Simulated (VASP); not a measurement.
# CrO2 (R3m) in VASP: notebook

Runs on CrO2. Level: PBEsol. Tasks: single point, relaxation of cell and atoms.

Everything below comes from runs of VASP 6.6.1. Logs are shortened: lines on timing, memory, paths and dates and some standing lists are left out, and cuts for length are marked.

## (1) The cell of the first run

The structure is trigonal, space group R3m (No. 160). Conventional cell: a = 2.588 Å, b = 2.588 Å, c = 15.921 Å, α = 90.00°, β = 90.00°, γ = 120.00°. Within 2.6 Å of Cr (site symmetry 3m) lie 6 O at 1.88 Å and 6 Cr at 2.59 Å. O (site symmetry 3m) has 3 Cr at 1.88 Å and 7 O at 2.30 to 2.59 Å within 2.6 Å. O (site symmetry 3m) has 3 Cr at 1.88 Å and 7 O at 2.30 to 2.59 Å within 2.6 Å.

## (2) Single point, PBEsol

File INCAR:

```
SYSTEM = CrO2
PREC     = Accurate       ! precision mode
ENCUT    = 520            ! plane-wave cutoff, eV
EDIFF    = 1E-6           ! SCF threshold, eV
ISMEAR   = 0              ! smearing method
SIGMA    = 0.1            ! smearing width, eV
LREAL    = .False.        ! projectors in reciprocal space
LASPH    = .True.         ! aspherical terms in the spheres
NELM     = 100            ! most SCF steps
ALGO     = Normal         ! electronic algorithm
ISIF     = 2              ! what is computed and relaxed
LWAVE    = .False.        ! write WAVECAR
LCHARG   = .False.        ! write CHGCAR
GGA      = PS             ! functional
NBANDS   = 19             ! bands
```

File KPOINTS:

```
regular mesh
0
Gamma
  12 12 12
  0 0 0
```

File POSCAR:

```
CrO2
1.0
    1.2937806441      0.7469646032      5.3068861760
   -1.2937806441      0.7469646032      5.3068861760
    0.0000000000     -1.4939292064      5.3068861760
Cr O
1 2
Direct
    0.0006784620      0.0006784620      0.0006784620
    0.4061473754      0.4061473754      0.4061473754
    0.2618741626      0.2618741626      0.2618741626
```

Potentials or basis: VASP PAW PBE potentials, release 64 (Cr_pv, O).

Started as:

```
$ cat potpaw_PBE.64/Cr_pv/POTCAR potpaw_PBE.64/O/POTCAR > POTCAR
$ mpirun -np 1 vasp_std > vasp.out
```

OUTCAR:

```text
SYSTEM = CrO2
   PREC = Accurate
   ENCUT = 520
   EDIFF = 1E-6
   ISMEAR = 0
   LREAL = .False.
   LASPH = .True.
   NELM = 100
   ISIF = 2
   GGA = PS

 ion  position               nearest neighbor table
   1  0.001  0.001  0.001-   2 1.88   2 1.88   2 1.88   3 1.88   3 1.88   3 1.88
   2  0.406  0.406  0.406-   1 1.88   1 1.88   1 1.88
   3  0.262  0.262  0.262-   1 1.88   1 1.88   1 1.88

  LATTYP: Found a trigonal (rhomboedric) cell.
 ALAT       =     5.5131538486
 COS(alpha) =     0.8898584787

  Lattice vectors:

 A1 = (   1.2937806441,   0.7469646032,   5.3068861760)
 A2 = (  -1.2937806441,   0.7469646032,   5.3068861760)
 A3 = (   0.0000000000,  -1.4939292064,   5.3068861760)

Analysis of symmetry for initial positions (statically):
=====================================================================
 Subroutine PRICEL returns:
 Original cell was already a primitive cell.

 Routine SETGRP: Setting up the symmetry group for a
 trigonal (rhombohedral) supercell.

 Subroutine GETGRP returns: Found  6 space group operations
 (whereof  6 operations were pure point group operations)
 out of a pool of 12 trial point group operations.

The static configuration has the point symmetry C_3v.

Analysis of symmetry for dynamics (positions and initial velocities):
=====================================================================
 Subroutine PRICEL returns:
 Original cell was already a primitive cell.

 Routine SETGRP: Setting up the symmetry group for a
 trigonal (rhombohedral) supercell.

 Subroutine GETGRP returns: Found  6 space group operations
 (whereof  6 operations were pure point group operations)
 out of a pool of 12 trial point group operations.

The dynamic configuration has the point symmetry C_3v.

 Subroutine INISYM returns: Found  6 space group operations
 (whereof  6 operations are pure point group operations),
 and found     1 'primitive' translations

----------------------------------------------------------------------------------------

                                     Primitive cell

  volume of cell :      30.7717

  direct lattice vectors                    reciprocal lattice vectors
     1.293780644  0.746964603  5.306886176     0.386464276  0.223125254  0.062811472
    -1.293780644  0.746964603  5.306886176    -0.386464276  0.223125254  0.062811472
     0.000000000 -1.493929206  5.306886176     0.000000000 -0.446250508  0.062811472

  length of vectors
     5.513153849  5.513153849  5.513153849     0.450649306  0.450649306  0.450649306

  position of ions in fractional coordinates (direct lattice)
     0.000678462  0.000678462  0.000678462
     0.406147375  0.406147375  0.406147375
     0.261874163  0.261874163  0.261874163

  ion indices of the primitive-cell ions
   primitive index   ion index
                 1           1
                 2           2
                 3           3

----------------------------------------------------------------------------------------

 KPOINTS: regular mesh

Automatic generation of k-mesh.
 Grid dimensions read from file:
 generate k-points for:   12   12   12

 Generating k-lattice:

  Cartesian coordinates                     Fractional coordinates (reciprocal lattice)
     0.032205356  0.018593771  0.005234289     0.083333333  0.000000000  0.000000000
    -0.032205356  0.018593771  0.005234289     0.000000000  0.083333333  0.000000000
     0.000000000 -0.037187542  0.005234289     0.000000000  0.000000000  0.083333333

  Length of vectors
     0.037554109  0.037554109  0.037554109

  Shift w.r.t. Gamma in fractional coordinates (k-lattice)
     0.000000000  0.000000000  0.000000000

 Subroutine IBZKPT returns following result:
 ===========================================

 Found    189 irreducible k-points:

 Following reciprocal coordinates:
            Coordinates               Weight
  0.000000  0.000000  0.000000      1.000000
  0.083333 -0.000000  0.000000      6.000000
  0.166667  0.000000  0.000000      6.000000
  0.250000 -0.000000  0.000000      6.000000
  0.333333 -0.000000  0.000000      6.000000
  0.416667 -0.000000  0.000000      6.000000
[... 16 lines left out ...]
  0.500000  0.166667  0.000000     12.000000
 -0.416667  0.166667 -0.000000     12.000000
 [... further k-points ...]
   k-points           NKPTS =    189   k-points in BZ     NKDIM =    189   number of bands    NBANDS=     19
   number of dos      NEDOS =    301   number of ions     NIONS =      3
   total plane-waves  NPLWV =  74088
   dimension x,y,z NGX =    42 NGY =   42 NGZ =   42
   dimension x,y,z NGXF=    84 NGYF=   84 NGZF=   84
   ions per type =               1   2
   NGX,Y,Z   is equivalent  to a cutoff of  12.66, 12.66, 12.66 a.u.
   NGXF,Y,Z  is equivalent  to a cutoff of  25.33, 25.33, 25.33 a.u.
 SYSTEM =  CrO2
   PREC   = accura    normal or accurate (medium, high low for compatibility)
   ISTART =      0    job   : 0-new  1-cont  2-samecut
   ICHARG =      2    charge: 1-file 2-atom 10-const
   ISPIN  =      1    spin polarized calculation?
   LNONCOLLINEAR =      F non collinear calculations
   LSORBIT =      F    spin-orbit coupling
   LASPH  =      T    aspherical Exc in radial PAW
   ENCUT  =  520.0 eV  38.22 Ry    6.18 a.u.  10.25 10.25 10.25*2*pi/ulx,y,z
   NELM   =    100;   NELMIN=  2; NELMDL= -5     # of ELM steps
   EDIFF  = 0.1E-05   stopping-criterion for ELM
   LREAL  =      F    real-space projection
   EDIFFG = 0.1E-04   stopping-criterion for IOM
   NSW    =      0    number of steps for IOM
   IBRION =     -1    ionic relax: 0-MD 1-quasi-New 2-CG
   NFREE  =      0    steps in history (QN), initial steepest desc. (CG)
   ISIF   =      2    stress and relaxation
   ISYM   =      2    0-nonsym 1-usesym 2-fastsym
   POTIM  = 0.5000    time-step for ionic-motion
   TEBEG  =    0.0;   TEEND  =   0.0 temperature during run
   PSTRESS=    0.0 pullay stress
   NELECT =      24.0000    total number of electrons
   NUPDOWN=      -1.0000    fix difference up-down
   EMIN   =  10.00;   EMAX   =-10.00  energy-range for DOS
   EFERMI =   0.00;   METHOD = LEGACY
   ISMEAR =     0;   SIGMA  =   0.10  broadening in eV -4-tet -1-fermi 0-gaus
   EFERMI_NEDOS =   21; number of points for ismear=-14 and -15
   IALGO  =     38    algorithm
   IMIX   =      4    mixing-type and parameters
     AMIX     =   0.40;   BMIX     =  1.00
     AMIX_MAG =   1.60;   BMIX_MAG =  1.00
  volume/ion in A,a.u.               =      10.26        69.22
  Fermi-wavevector in a.u.,A,eV,Ry     =   1.506936  2.847695 30.896855  2.270855
  Thomas-Fermi vector in A             =   2.617588
   LORBIT       =      0    0 simple, 1 ext, 2 COOP (PROOUT), +10 PAW based schemes
   GGA     = PS    functional components
   LHFCALC =     F    Hartree Fock is set to
   AEXX    =    0.0000 exact exchange contribution
   IVDW    =     0    specifies the selected vdW correction
   LEPSILON=     F    determine dielectric tensor
   LRPA    =     F    only Hartree local field effects (RPA)
 non-spin polarized calculation
 Gauss-broadening in eV      SIGMA  =   0.10
  energy-cutoff  :      520.00
  volume of cell :       30.77
 maximum number of plane-waves:       852
 NGX is ok and might be reduce to    42
   NGX = 21   NGY = 21   NGZ = 21

 number of electron      23.9999999 magnetization

 Free energy of the ion-electron system (eV)
  ---------------------------------------------------
  ext. energy  EPLUGINS =         0.00000000
  ---------------------------------------------------
  free energy    TOTEN  =       -26.12994935 eV

  energy without entropy =      -26.12986884  energy(sigma->0) =      -26.12990909

 E-fermi :   4.7814     XC(G=0): -11.2812

 val. band max:        4.6856598341   @ k =   0.5000   0.5000   0.5000
 cond. band min:       4.9496256603   @ k =  -0.3333   0.3333   0.0000
 fundamental gap:      0.2639658263
 Fermi energy:         4.7814388100

 k-point     1 :       0.0000    0.0000    0.0000
  band No.  band energies     occupation
      1     -39.7673      2.00000
      2     -39.4920      2.00000
      3     -39.4920      2.00000
      4     -16.2413      2.00000
      5     -14.2583      2.00000
      6      -2.9815      2.00000
[... 11 lines left out ...]
     18      11.0946      0.00000
     19      15.3374      0.00000

 k-point     2 :       0.0833   -0.0000    0.0000
  band No.  band energies     occupation
      1     -39.7572      2.00000
      2     -39.5404      2.00000
      3     -39.5022      2.00000
      4     -16.1305      2.00000
      5     -14.2373      2.00000
      6      -2.8548      2.00000
[... 11 lines left out ...]
     18      11.4936      0.00000
     19      15.4714      0.00000

 k-point     3 :       0.1667    0.0000    0.0000
  band No.  band energies     occupation
      1     -39.7294      2.00000
      2     -39.6713      2.00000
      3     -39.5300      2.00000
      4     -15.8236      2.00000
      5     -14.1778      2.00000
      6      -2.5680      2.00000
[... 11 lines left out ...]
     18      12.4801      0.00000
     19      15.8294      0.00000

 k-point     4 :       0.2500   -0.0000    0.0000
  band No.  band energies     occupation
      1     -39.8469      2.00000
      2     -39.6912      2.00000
      3     -39.5678      2.00000
      4     -15.3937      2.00000
      5     -14.0922      2.00000
      6      -2.4821      2.00000
[... 11 lines left out ...]
     18      13.6731      0.00000
     19      16.2799      0.00000

 k-point     5 :       0.3333   -0.0000    0.0000
  band No.  band energies     occupation
      1     -40.0189      2.00000
      2     -39.6528      2.00000
      3     -39.6054      2.00000
      4     -14.9489      2.00000
      5     -14.0004      2.00000
      6      -2.7387      2.00000
[... 11 lines left out ...]
     18      14.7543      0.00000
     19      16.7206      0.00000

 k-point     6 :       0.4167   -0.0000    0.0000
  band No.  band energies     occupation
      1     -40.1426      2.00000
      2     -39.6328      2.00000
      3     -39.6245      2.00000
      4     -14.6120      2.00000
      5     -13.9290      2.00000
      6      -2.9597      2.00000
[... 11 lines left out ...]
     18      15.3834      0.00000
     19      17.3369      0.00000

 k-point     7 :       0.5000   -0.0000    0.0000
  band No.  band energies     occupation
      1     -40.1875      2.00000
      2     -39.6428      2.00000
      3     -39.6142      2.00000
      4     -14.4860      2.00000
      5     -13.9022      2.00000
      6      -3.0294      2.00000
[... 11 lines left out ...]
     18      15.5165      0.00000
     19      17.9435      0.00000

 k-point     8 :       0.0833    0.0833    0.0000
  band No.  band energies     occupation
      1     -39.7572      2.00000
      2     -39.5404      2.00000
      3     -39.5022      2.00000
      4     -16.1292      2.00000
      5     -14.2393      2.00000
      6      -2.8461      2.00000
[... 256 lines left out ...]
 k-point    20 :       0.2500    0.1667    0.0000
  band No.  band energies     occupation
      1     -39.7744      2.00000
      2     -39.7052      2.00000
      3     -39.5628      2.00000
      4     -15.5465      2.00000
      5     -14.1327      2.00000
      6      -2.3962      2.00000
[... 11 lines left out ...]
     18      13.3449      0.00000
     19      16.0257      0.00000

 k-point    21 :       0.3333    0.1667    0.0000
  band No.  band energies     occupation
      1     -39.9003      2.00000
      2     -39.6720      2.00000
      3     -39.6208      2.00000
      4     -15.1676      2.00000
      5     -14.0529      2.00000
      6      -2.4238      2.00000
[... 11 lines left out ...]
     18      14.4357      0.00000
     19      16.3833      0.00000

 k-point    22 :       0.4167    0.1667    0.0000
  band No.  band energies     occupation
      1     -40.0179      2.00000
      2     -39.6851      2.00000
      3     -39.6387      2.00000
      4     -14.7799      2.00000
      5     -13.9634      2.00000
      6      -2.5352      2.00000
[... 11 lines left out ...]
     18      15.4650      0.00000
     19      16.8022      0.00000

 k-point    23 :       0.5000    0.1667    0.0000
  band No.  band energies     occupation
      1     -40.1006      2.00000
      2     -39.7343      2.00000
      3     -39.6143      2.00000
      4     -14.4907      2.00000
      5     -13.8905      2.00000
      6      -2.5411      2.00000
[... 11 lines left out ...]
     18      15.8912      0.00000
     19      17.6796      0.00000

 k-point    24 :      -0.4167    0.1667   -0.0000
  band No.  band energies     occupation
      1     -40.1303      2.00000
      2     -39.7526      2.00000
      3     -39.6053      2.00000
      4     -14.3854      2.00000
      5     -13.8601      2.00000
      6      -2.5104      2.00000
[... 11 lines left out ...]
     18      15.9181      0.00000
     19      18.5721      0.00000

 [... further k-points ...]

------------------------ aborting loop because EDIFF is reached ----------------------------------------

  FORCE on cell =-STRESS in cart. coord.  units (eV):
  Direction    XX          YY          ZZ          XY          YZ          ZX
  --------------------------------------------------------------------------------------
  -------------------------------------------------------------------------------------
  Total        0.2245152      0.2245152      0.2716649      0.0000000      0.0000000      0.0000000
  in kB       11.6897336     11.6897336     14.1446546      0.0000000      0.0000000      0.0000000
  external PRESSURE =      12.5080406 kB  Pullay stress =       0.0000000 kB

 VOLUME and BASIS-vectors are now :
 -----------------------------------------------------------------------------
  energy-cutoff  :      520.00
  volume of cell :       30.77
      direct lattice vectors                 reciprocal lattice vectors
     1.293780644  0.746964603  5.306886176     0.386464276  0.223125254  0.062811472
    -1.293780644  0.746964603  5.306886176    -0.386464276  0.223125254  0.062811472
     0.000000000 -1.493929206  5.306886176     0.000000000 -0.446250508  0.062811472

 POSITION                                       TOTAL-FORCE (eV/Angst)
 -----------------------------------------------------------------------------------
      0.00000      0.00000      0.01080         0.000000      0.000000     -0.001247
      0.00000      0.00000      6.46613         0.000000      0.000000      0.125433
      0.00000      0.00000      4.16921         0.000000     -0.000000     -0.124186
 -----------------------------------------------------------------------------------
    total drift:                                0.000000     -0.000000      0.000413

  FREE ENERGIE OF THE ION-ELECTRON SYSTEM (eV)
  ---------------------------------------------------
  free  energy   TOTEN  =       -26.1299493456 eV

  energy  without entropy=      -26.1298688362  energy(sigma->0) =      -26.12990909
```

Wall time 5.8 min (1 thread of AMD EPYC 7R43 (Zen 3), shared host); peak memory 0.28 GiB.

Results:

* Free energy: -26.1299 eV
* Pressure: 1.3 GPa
* Largest force: 0.125 eV/Å
* Band gap on the k mesh: 0.26 eV (least direct gap 1.53 eV)

Forces in eV/Å, atoms in the order of the input:
```
Cr   0.000  0.000 -0.001
O    0.000  0.000  0.125
O    0.000  0.000 -0.124
```

Stress tensor (GPa, compression positive):
```
1.17 0.00 0.00
0.00 1.17 0.00
0.00 0.00 1.41
```

Levels at points of the mesh, in eV from the valence-band top:
| k point | band 8 | band 9 | band 10 | band 11 | band 12 | band 13 | band 14 | band 15 | band 16 | band 17 |
| --- | --- | --- | --- | --- | --- | --- | --- | --- | --- | --- |
| (0.00, 0.00, 0.00) | -4.94 | -3.55 | -3.55 | -2.39 | -0.39 | 1.54 | 1.54 | 1.55 | 1.55 | 5.57 |
| (0.50, 0.00, 0.00) | -5.79 | -5.25 | -3.26 | -2.82 | -1.39 | 0.92 | 1.21 | 2.63 | 3.07 | 5.58 |
| (0.50, 0.50, 0.00) | -5.67 | -5.24 | -3.29 | -3.00 | -1.34 | 0.91 | 1.23 | 2.54 | 3.10 | 5.58 |
| (0.50, 0.50, 0.50) | -4.94 | -3.54 | -3.54 | -3.38 | 0.00 | 1.53 | 1.53 | 1.56 | 1.56 | 5.57 |

Caveat: an empty level that is flat over the whole mesh can mark a ghost state of the potentials, or a narrow d or f band; the PAW data sets were made with another functional, which shifts forces and pressure a little.

[end of part 1 of 2]
